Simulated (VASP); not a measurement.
# Cu5W (F-43m) in VASP: single point with PBEsol

Aim: the single point of Cu5W with PBEsol.

Everything below comes from runs of VASP 6.6.1. Logs are shortened: lines on timing, memory, paths and dates and some standing lists are left out, and cuts for length are marked.

### 1 The cell of the first run

The structure is cubic, space group F-43m (No. 216). Conventional cell: a = 6.738 Å, b = 6.738 Å, c = 6.738 Å, α = 90.00°, β = 90.00°, γ = 90.00°. Within 3.7 Å of W (site symmetry -43m) lie 16 Cu at 2.79 to 2.92 Å. Within 3.7 Å of Cu (site symmetry -43m) lie 12 Cu at 2.79 Å and 4 W at 2.92 Å. Cu (site symmetry 3m) has 9 Cu at 2.38 to 2.79 Å and 3 W at 2.79 Å within 3.1 Å.

### 2 Single point, PBEsol

File POSCAR:

```
Cu5W
1.0
    0.0000000000      3.3691140000      3.3691140000
    3.3691140000      0.0000000000      3.3691140000
    3.3691140000      3.3691140000      0.0000000000
W Cu
1 5
Direct
    0.0000000000      0.0000000000      0.0000000000
    0.2500000000      0.2500000000      0.2500000000
    0.6250000000      0.6250000000      0.6250000000
    0.1250000000      0.6250000000      0.6250000000
    0.6250000000      0.6250000000      0.1250000000
    0.6250000000      0.1250000000      0.6250000000
```

File INCAR.step1:

```
SYSTEM = Cu5W
PREC = Accurate
ENCUT = 520
EDIFF = 1E-7
ISMEAR = -1
SIGMA = 0.0202
LREAL = .False.
LASPH = .True.
NELM = 100
ALGO = Normal
ISIF = 2
LWAVE = .False.
LCHARG = .True.
LMAXMIX = 4
GGA = PS
NBANDS = 44
```

File KPOINTS.step1:

```
Automatic mesh
0
Gamma
  9 9 9
  0 0 0
```

File INCAR.step2:

```
SYSTEM = Cu5W
PREC = Accurate
ENCUT = 520
EDIFF = 1E-7
ISMEAR = -5
SIGMA = 0.0202
LREAL = .False.
LASPH = .True.
NELM = 100
ALGO = Normal
ISIF = 2
LWAVE = .False.
LCHARG = .False.
LMAXMIX = 4
GGA = PS
LORBIT = 11
NBANDS = 44
NEDOS = 1001
ICHARG = 11
```

File KPOINTS.step2:

```
Automatic mesh
0
Gamma
  14 14 14
  0 0 0
```

Potentials or basis: VASP PAW PBE potentials, release 64 (W_sv, Cu).

The run is started by

```bash
$ cat potpaw_PBE.64/W_sv/POTCAR potpaw_PBE.64/Cu/POTCAR > POTCAR
$ cp INCAR.step1 INCAR
$ cp KPOINTS.step1 KPOINTS
$ mpirun -np 1 vasp_std > vasp.out
$ cp INCAR.step2 INCAR
$ cp KPOINTS.step2 KPOINTS
$ mpirun -np 1 vasp_std > vasp.out
```

OUTCAR:

```text
SYSTEM = Cu5W
   PREC = Accurate
   ENCUT = 520
   EDIFF = 1E-7
   ISMEAR = -5
   LREAL = .False.
   LASPH = .True.
   NELM = 100
   ISIF = 2
   GGA = PS
   LORBIT = 11
   ICHARG = 11

 ion  position               nearest neighbor table
   1  0.000  0.000  0.000-   3 2.79   5 2.79   6 2.79   3 2.79   4 2.79   5 2.79   3 2.79   4 2.79
                             6 2.79   4 2.79   5 2.79   6 2.79   2 2.92   2 2.92   2 2.92   2 2.92
   2  0.250  0.250  0.250-   4 2.79   5 2.79   6 2.79   3 2.79   4 2.79   6 2.79   3 2.79   4 2.79
                             5 2.79   3 2.79   5 2.79   6 2.79   1 2.92   1 2.92   1 2.92   1 2.92
   3  0.625  0.625  0.625-   4 2.38   5 2.38   6 2.38   5 2.38   6 2.38   4 2.38   1 2.79   2 2.79
                             1 2.79   2 2.79   1 2.79   2 2.79
   4  0.125  0.625  0.625-   3 2.38   5 2.38   6 2.38   3 2.38   5 2.38   6 2.38   2 2.79   1 2.79
                             1 2.79   2 2.79   2 2.79   1 2.79
   5  0.625  0.625  0.125-   3 2.38   3 2.38   4 2.38   6 2.38   6 2.38   4 2.38   1 2.79   2 2.79
                             1 2.79   2 2.79   1 2.79   2 2.79
   6  0.625  0.125  0.625-   3 2.38   5 2.38   3 2.38   4 2.38   5 2.38   4 2.38   2 2.79   1 2.79
                             2 2.79   2 2.79   1 2.79   1 2.79

  LATTYP: Found a face centered cubic cell.
 ALAT       =     6.7382280000

  Lattice vectors:

 A1 = (   0.0000000000,   3.3691140000,   3.3691140000)
 A2 = (   3.3691140000,   0.0000000000,   3.3691140000)
 A3 = (   3.3691140000,   3.3691140000,   0.0000000000)

Analysis of symmetry for initial positions (statically):
=====================================================================
 Subroutine PRICEL returns:
 Original cell was already a primitive cell.

 Routine SETGRP: Setting up the symmetry group for a
 face centered cubic supercell.

 Subroutine GETGRP returns: Found 24 space group operations
 (whereof 24 operations were pure point group operations)
 out of a pool of 48 trial point group operations.

The static configuration has the point symmetry T_d .

Analysis of symmetry for dynamics (positions and initial velocities):
=====================================================================
 Subroutine PRICEL returns:
 Original cell was already a primitive cell.

 Routine SETGRP: Setting up the symmetry group for a
 face centered cubic supercell.

 Subroutine GETGRP returns: Found 24 space group operations
 (whereof 24 operations were pure point group operations)
 out of a pool of 48 trial point group operations.

The dynamic configuration has the point symmetry T_d .

 Subroutine INISYM returns: Found 24 space group operations
 (whereof 24 operations are pure point group operations),
 and found     1 'primitive' translations

----------------------------------------------------------------------------------------

                                     Primitive cell

  volume of cell :      76.4851

  direct lattice vectors                    reciprocal lattice vectors
     0.000000000  3.369114000  3.369114000    -0.148406970  0.148406970  0.148406970
     3.369114000  0.000000000  3.369114000     0.148406970 -0.148406970  0.148406970
     3.369114000  3.369114000  0.000000000     0.148406970  0.148406970 -0.148406970

  length of vectors
     4.764646712  4.764646712  4.764646712     0.257048412  0.257048412  0.257048412

  position of ions in fractional coordinates (direct lattice)
     0.000000000  0.000000000  0.000000000
     0.250000000  0.250000000  0.250000000
     0.625000000  0.625000000  0.625000000
     0.125000000  0.625000000  0.625000000
     0.625000000  0.625000000  0.125000000
     0.625000000  0.125000000  0.625000000

  ion indices of the primitive-cell ions
   primitive index   ion index
                 1           1
                 2           2
                 3           3
                 4           4
                 5           5
                 6           6

----------------------------------------------------------------------------------------

 KPOINTS: Automatic mesh

Automatic generation of k-mesh.
 Grid dimensions read from file:
 generate k-points for:   14   14   14

 Generating k-lattice:

  Cartesian coordinates                     Fractional coordinates (reciprocal lattice)
    -0.010600498  0.010600498  0.010600498     0.071428571  0.000000000  0.000000000
     0.010600498 -0.010600498  0.010600498     0.000000000  0.071428571  0.000000000
     0.010600498  0.010600498 -0.010600498     0.000000000  0.000000000  0.071428571

  Length of vectors
     0.018360601  0.018360601  0.018360601

  Shift w.r.t. Gamma in fractional coordinates (k-lattice)
     0.000000000  0.000000000  0.000000000

 TETIRR: Found    389 inequivalent tetrahedra from    16464

 Subroutine IBZKPT returns following result:
 ===========================================

 Found    104 irreducible k-points:

 Following reciprocal coordinates:
            Coordinates               Weight
  0.000000  0.000000  0.000000      1.000000
  0.071429  0.000000  0.000000      8.000000
  0.142857  0.000000  0.000000      8.000000
  0.214286  0.000000  0.000000      8.000000
  0.285714  0.000000  0.000000      8.000000
  0.357143  0.000000  0.000000      8.000000
[... 16 lines left out ...]
  0.214286  0.142857  0.000000     24.000000
  0.285714  0.142857  0.000000     24.000000
 [... further k-points ...]
   k-points           NKPTS =    104   k-points in BZ     NKDIM =    104   number of bands    NBANDS=     44
   number of dos      NEDOS =   1001   number of ions     NIONS =      6
   total plane-waves  NPLWV =  46656
   dimension x,y,z NGX =    36 NGY =   36 NGZ =   36
   dimension x,y,z NGXF=    72 NGYF=   72 NGZF=   72
   ions per type =               1   5
   NGX,Y,Z   is equivalent  to a cutoff of  12.56, 12.56, 12.56 a.u.
   NGXF,Y,Z  is equivalent  to a cutoff of  25.12, 25.12, 25.12 a.u.
 SYSTEM =  Cu5W
   PREC   = accura    normal or accurate (medium, high low for compatibility)
   ISTART =      0    job   : 0-new  1-cont  2-samecut
   ICHARG =     11    charge: 1-file 2-atom 10-const
   ISPIN  =      1    spin polarized calculation?
   LNONCOLLINEAR =      F non collinear calculations
   LSORBIT =      F    spin-orbit coupling
   LASPH  =      T    aspherical Exc in radial PAW
   ENCUT  =  520.0 eV  38.22 Ry    6.18 a.u.   8.86  8.86  8.86*2*pi/ulx,y,z
   NELM   =    100;   NELMIN=  2; NELMDL=  0     # of ELM steps
   EDIFF  = 0.1E-06   stopping-criterion for ELM
   LREAL  =      F    real-space projection
   EDIFFG = 0.1E-05   stopping-criterion for IOM
   NSW    =      0    number of steps for IOM
   IBRION =     -1    ionic relax: 0-MD 1-quasi-New 2-CG
   NFREE  =      0    steps in history (QN), initial steepest desc. (CG)
   ISIF   =      2    stress and relaxation
   ISYM   =      2    0-nonsym 1-usesym 2-fastsym
   POTIM  = 0.5000    time-step for ionic-motion
   TEBEG  =    0.0;   TEEND  =   0.0 temperature during run
   PSTRESS=    0.0 pullay stress
   NELECT =      69.0000    total number of electrons
   NUPDOWN=      -1.0000    fix difference up-down
   EMIN   =  10.00;   EMAX   =-10.00  energy-range for DOS
   EFERMI =   0.00;   METHOD = LEGACY
   ISMEAR =    -5;   SIGMA  =   0.02  broadening in eV -4-tet -1-fermi 0-gaus
   EFERMI_NEDOS =   21; number of points for ismear=-14 and -15
   IALGO  =     38    algorithm
   IMIX   =      4    mixing-type and parameters
     AMIX     =   0.40;   BMIX     =  1.00
     AMIX_MAG =   1.60;   BMIX_MAG =  1.00
  volume/ion in A,a.u.               =      12.75        86.02
  Fermi-wavevector in a.u.,A,eV,Ry     =   1.581851  2.989264 34.045200  2.502252
  Thomas-Fermi vector in A             =   2.681863
   LORBIT       =     11    0 simple, 1 ext, 2 COOP (PROOUT), +10 PAW based schemes
   GGA     = PS    functional components
   LHFCALC =     F    Hartree Fock is set to
   AEXX    =    0.0000 exact exchange contribution
   IVDW    =     0    specifies the selected vdW correction
   LEPSILON=     F    determine dielectric tensor
   LRPA    =     F    only Hartree local field effects (RPA)
 non-spin polarized calculation
 Fermi weights with tetrahedron method with Bloechl corrections
  energy-cutoff  :      520.00
  volume of cell :       76.49
 maximum number of plane-waves:      2085

 number of electron      69.0000046 magnetization

 Free energy of the ion-electron system (eV)
  ---------------------------------------------------
  ext. energy  EPLUGINS =         0.00000000
  ---------------------------------------------------
  free energy    TOTEN  =       -32.95738832 eV

  energy without entropy =      -32.95738832  energy(sigma->0) =      -32.95738832

 E-fermi :   8.2620     XC(G=0): -12.9893

 val. band max:        8.2690200029   @ k =   0.4286   0.3571   0.0000
 cond. band min:       8.2387118630   @ k =  -0.1429   0.0714   0.0000
 fundamental gap:     -0.0303081399
 Fermi energy:         8.2619616322

 k-point     1 :       0.0000    0.0000    0.0000
  band No.  band energies     occupation
      1     -66.4405      2.00000
      2     -30.5520      2.00000
      3     -30.5520      2.00000
      4     -30.5520      2.00000
      5      -1.4179      2.00000
      6       2.4316      2.00000
[... 36 lines left out ...]
     43      14.7390      0.00000
     44      15.5775      0.00000

 k-point     2 :       0.0714    0.0000    0.0000
  band No.  band energies     occupation
      1     -66.4405      2.00000
      2     -30.5521      2.00000
      3     -30.5520      2.00000
      4     -30.5520      2.00000
      5      -1.3604      2.00000
      6       2.4462      2.00000
[... 1026 lines left out ...]
 k-point    24 :       0.2857    0.1429    0.0000
  band No.  band energies     occupation
      1     -66.4405      2.00000
      2     -30.5534      2.00000
      3     -30.5523      2.00000
      4     -30.5523      2.00000
      5      -0.5982      2.00000
      6       2.5633      2.00000
[... 36 lines left out ...]
     43      15.2989      0.00000
     44      16.0105      0.00000

 [... further k-points ...]

------------------------ aborting loop because EDIFF is reached ----------------------------------------

  FORCE on cell =-STRESS in cart. coord.  units (eV):
  Direction    XX          YY          ZZ          XY          YZ          ZX
  --------------------------------------------------------------------------------------
  -------------------------------------------------------------------------------------
  Total       -3.9579308     -3.9579308     -3.9579308      0.0000000     -0.0000000     -0.0000000
  in kB      -82.9089970    -82.9089970    -82.9089970      0.0000000     -0.0000000     -0.0000000
  external PRESSURE =     -82.9089970 kB  Pullay stress =       0.0000000 kB

 VOLUME and BASIS-vectors are now :
 -----------------------------------------------------------------------------
  energy-cutoff  :      520.00
  volume of cell :       76.49
      direct lattice vectors                 reciprocal lattice vectors
     0.000000000  3.369114000  3.369114000    -0.148406970  0.148406970  0.148406970
     3.369114000  0.000000000  3.369114000     0.148406970 -0.148406970  0.148406970
     3.369114000  3.369114000  0.000000000     0.148406970  0.148406970 -0.148406970

 POSITION                                       TOTAL-FORCE (eV/Angst)
 -----------------------------------------------------------------------------------
      0.00000      0.00000      0.00000        -0.000000      0.000000      0.000000
      1.68456      1.68456      1.68456        -0.000000      0.000000      0.000000
      4.21139      4.21139      4.21139         0.012324      0.012324      0.012324
      4.21139      2.52684      2.52684         0.012324     -0.012324     -0.012324
      2.52684      2.52684      4.21139        -0.012324     -0.012324      0.012324
      2.52684      4.21139      2.52684        -0.012324      0.012324     -0.012324
 -----------------------------------------------------------------------------------
    total drift:                               -0.000001     -0.000001     -0.000001

  FREE ENERGIE OF THE ION-ELECTRON SYSTEM (eV)
  ---------------------------------------------------
  free  energy   TOTEN  =       -32.9573883236 eV

  energy  without entropy=      -32.9573883236  energy(sigma->0) =      -32.95738832

 total charge

# of ion       s       p       d       tot
------------------------------------------
    1        2.351   6.182   3.150  11.684
    2        0.385   0.353   9.110   9.848
    3        0.497   0.489   9.138  10.123
    4        0.497   0.489   9.138  10.123
    5        0.497   0.489   9.138  10.123
    6        0.497   0.489   9.138  10.123
--------------------------------------------------
tot          4.723   8.490  48.811  62.024
```

Run time: 9.9 min. Hardware: 1 thread of Intel Xeon 8259CL, shared host; peak memory 0.4 GiB.

What came out:

- Valence electrons inside the program's atomic spheres: W 11.68; Cu 9.85, 10.12 (each value once)

Levels at points of the mesh, in eV from the Fermi level:
```csv
k point,band 31,band 32,band 33,band 34,band 35,band 36,band 37,band 38,band 39,band 40
"(0.00, 0.00, 0.00)",-1.67,-1.67,-1.67,-0.68,-0.68,-0.41,3.12,3.12,3.12,4.03
"(0.50, 0.00, 0.00)",-1.71,-1.01,-1.01,-0.78,0.04,0.04,1.02,1.70,1.70,5.33
"(0.50, 0.50, 0.00)",-2.33,-2.11,-0.43,-0.25,-0.25,0.03,0.30,0.30,2.23,3.81
```

Caveat: the PAW data sets were made with another functional, which shifts forces and pressure a little; spin-orbit coupling is left out, which moves the levels of the heavy elements.
